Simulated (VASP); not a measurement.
A run of VASP 6.6.1 is set up as follows.

Contents of INCAR:

```
SYSTEM = AlN
  PREC = Accurate
  ENCUT = 520
  EDIFF = 1E-6
  ISMEAR = 0
  SIGMA = 0.05
  LREAL = .False.
  LASPH = .True.
  NELM = 60
  ALGO = Normal
  ISIF = 2
  LWAVE = .False.
  LCHARG = .False.
  GGA = PE
  NBANDS = 16
```

The input KPOINTS:

```
Automatic mesh
0
Gamma
  9 9 6
  0 0 0
```

POSCAR

```
AlN
1.0
    3.2581442357      0.0000000000      0.0000000000
   -1.6290721178      2.8216356773      0.0000000000
    0.0000000000      0.0000000000      4.1176574847
Al N
2 2
Direct
    0.3333333333      0.6666666667      0.7881825525
    0.6666666667      0.3333333333      0.2881825525
    0.3333333333      0.6666666667      0.1764493462
    0.6666666667      0.3333333333      0.6764493462
```

Potentials or basis: VASP PAW PBE potentials, release 64 (Al, N).

The run is started by

```sh
$ cat potpaw_PBE.64/Al/POTCAR potpaw_PBE.64/N/POTCAR > POTCAR
$ mpirun -np 1 vasp_std > vasp.out
```

(1) Predict the largest force.

(2) What does it give for the band gap on the k mesh?

(3) What does it give for the pressure?

## Answers

(1) 7.617 eV/Å.

(2) 4.38 eV, direct.

(3) 41.0 GPa.

Caveat: forces of over 1 eV/Å act on the atoms, so gaps and moduli don't describe the material at rest.
